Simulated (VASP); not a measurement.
The system is Ta.

```
Ta
1.0
    -1.65939    1.65939    1.65939
     1.65939   -1.65939    1.65939
     1.65939    1.65939   -1.65939
Ta
1
Direct
  0.00000 0.00000 0.00000
```

Program: VASP 6.6.1. Alike in all runs: task single point; cell as given; k mesh 18 × 18 × 18; cutoff (eV) 520; smearing gaussian 0.1 eV.

Order these runs on this cell by their pressure, lowest first.
A. level LDA; potentials or basis VASP PAW LDA potentials, release 64 (Ta_pv); spin off
B. level r2SCAN; potentials or basis VASP PAW PBE potentials, release 64 (Ta_pv); spin off
C. level PBE; potentials or basis VASP PAW PBE potentials, release 64 (Ta_pv); spin non-collinear, zero start, SOC

A (-11.1 GPa), B (-2.0 GPa), C (-0.1 GPa).

Caveats: the PAW data sets were made with another functional, which shifts forces and pressure a little (some runs).
